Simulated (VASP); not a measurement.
Input of a VASP 6.6.1 run:

Contents of INCAR:

```
SYSTEM = Al36H
ALGO = Fast ; DIPOL = 0.5 0.5 0.378
EDIFF = 1E-7 ; ENCUT = 520
GGA = PE ; IDIPOL = 3
ISIF = 2 ; ISMEAR = 0
IVDW = 12 ; LASPH = .True.
LCHARG = .False. ; LDIPOL = .True.
LREAL = Auto ; LWAVE = .False.
NBANDS = 78 ; NELM = 100
PREC = Accurate ; SIGMA = 0.1
```

KPOINTS

```
k-points
0
Gamma
  6 6 1
  0 0 0
```

POSCAR

```
Al36H
1.0
    5.6288445219      0.0000000000      0.0000000000
   -2.8144222609      4.8747223499      0.0000000000
    0.0000000000      0.0000000000     35.9073562080
Al H
36 1
Direct
    0.1666666667      0.3333333333      0.1113977865
    0.1666666667      0.8333333333      0.1113977865
    0.6666666667      0.3333333333      0.1113977865
    0.6666666667      0.8333333333      0.1113977865
    0.0000000000      0.0000000000      0.1757372983
    0.0000000000      0.5000000000      0.1757372983
    0.5000000000      0.0000000000      0.1757372983
    0.5000000000      0.5000000000      0.1757372983
    0.3333333333      0.1666666667      0.2400768102
    0.3333333333      0.6666666667      0.2400768102
    0.8333333333      0.1666666667      0.2400768102
    0.8333333333      0.6666666667      0.2400768102
    0.0000000000      0.0000000000      0.3044163221
    0.0000000000      0.5000000000      0.3044163221
    0.5000000000      0.0000000000      0.3044163221
    0.5000000000      0.5000000000      0.3044163221
    0.1666666667      0.3333333333      0.3682539347
    0.1666666667      0.8333333333      0.3682539347
    0.6666666667      0.3333333333      0.3682539347
    0.6666666667      0.8333333333      0.3682539347
    0.0000000000      0.0000000000      0.4320699059
    0.0000000000      0.5000000000      0.4320699059
    0.5000000000      0.0000000000      0.4320699059
    0.5000000000      0.5000000000      0.4320699059
    0.3333333333      0.1666666667      0.4967844642
    0.3333333333      0.6666666667      0.4967844642
    0.8333333333      0.1666666667      0.4967844642
    0.8333333333      0.6666666667      0.4967844642
    0.0000000000      0.0000000000      0.5611166564
    0.0000000000      0.5000000000      0.5611166564
    0.5000000000      0.0000000000      0.5611166564
    0.5000000000      0.5000000000      0.5611166564
    0.1666666667      0.3333333333      0.6268174153
    0.1666666667      0.8333333333      0.6268174153
    0.6666666667      0.3333333333      0.6268174153
    0.6666666667      0.8333333333      0.6268174153
    0.5000000000      0.5000000000      0.7131506998
```

Potentials or basis: VASP PAW PBE potentials, release 64 (Al, H).

Run with:

```sh
$ cat potpaw_PBE.64/Al/POTCAR potpaw_PBE.64/H/POTCAR > POTCAR
$ mpirun -np 1 vasp_std > vasp.out
```

Question: Estimate the band gap on the k mesh.

Answer: Zero (an odd number of electrons rules out a gap without spin polarisation).

Question: Estimate the dispersion energy per atom.

Answer: -0.304 eV.

Question: Predict the largest force.

Answer: 0.844 eV/Å.

Forces in eV/Å, atoms in the order of the input:
```
Al   0.026  0.015 -0.108
Al   0.000  0.000 -0.112
Al  -0.026  0.015 -0.108
Al   0.000 -0.030 -0.108
Al  -0.002  0.001  0.127
Al   0.000 -0.002  0.127
Al   0.002  0.001  0.127
Al   0.000  0.000  0.090
Al   0.000  0.031 -0.023
Al   0.027 -0.016 -0.023
Al   0.000  0.000 -0.030
Al  -0.027 -0.016 -0.023
Al   0.008 -0.005  0.008
Al   0.000  0.009  0.008
Al  -0.008 -0.005  0.008
Al   0.000  0.000  0.054
Al   0.023  0.013  0.001
Al   0.000  0.000  0.001
Al  -0.023  0.013  0.001
Al   0.000 -0.026  0.001
Al   0.010 -0.006  0.021
Al   0.000  0.012  0.021
Al  -0.010 -0.006  0.021
Al   0.000  0.000 -0.017
Al   0.000  0.001 -0.021
Al   0.001  0.000 -0.021
Al   0.000  0.000  0.018
Al  -0.001  0.000 -0.021
Al  -0.023  0.013 -0.028
Al   0.000 -0.026 -0.028
Al   0.023  0.013 -0.028
Al   0.000  0.000  0.042
Al   0.061  0.035  0.287
Al   0.000  0.000  0.010
Al  -0.061  0.035  0.287
Al   0.000 -0.070  0.287
H    0.000  0.000 -0.844
```
